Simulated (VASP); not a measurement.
Input of a VASP 6.6.1 run:

The input INCAR:

```
SYSTEM = HgTe
  PREC = Accurate
  ENCUT = 520
  EDIFF = 1E-8
  ISMEAR = -1
  SIGMA = 0.05
  LREAL = .False.
  LASPH = .True.
  NELM = 100
  ALGO = Normal
  ISIF = 2
  LWAVE = .False.
  LCHARG = .False.
  GGA = PS
  LEFG = .True.
  NBANDS = 16
```

KPOINTS

```
Automatic mesh
0
Gamma
  9 9 9
  0 0 0
```

The input POSCAR:

```
HgTe
1.0
   -0.0322350000      3.2073825000      3.2073825000
    3.2073825000     -0.0322350000      3.2073825000
    3.2073825000      3.2073825000     -0.0322350000
Hg Te
1 1
Direct
    0.0000000000      0.0000000000      0.0000000000
    0.7500000000      0.7500000000      0.7500000000
```

Potentials or basis: VASP PAW PBE potentials, release 64 (Hg, Te).

The run is started by

```bash
$ cat potpaw_PBE.64/Hg/POTCAR potpaw_PBE.64/Te/POTCAR > POTCAR
$ mpirun -np 1 vasp_std > vasp.out
```

Task: Predict the pressure.

Result: 1.5 GPa.

Task: What does it give for the largest force?

Result: 0.112 eV/Å.

Stress tensor (GPa, compression positive):
```
1.47 0.43 0.43
0.43 1.47 0.43
0.43 0.43 1.47
```

Caveat: the cell differs from its parent crystal (equal xy, yz and zx shear strains of -1 %); without QUAD_EFG the Cq values of the log hold for a quadrupole moment of 1 mb, not for the nuclei; the PAW data sets were made with another functional, which shifts forces and pressure a little.
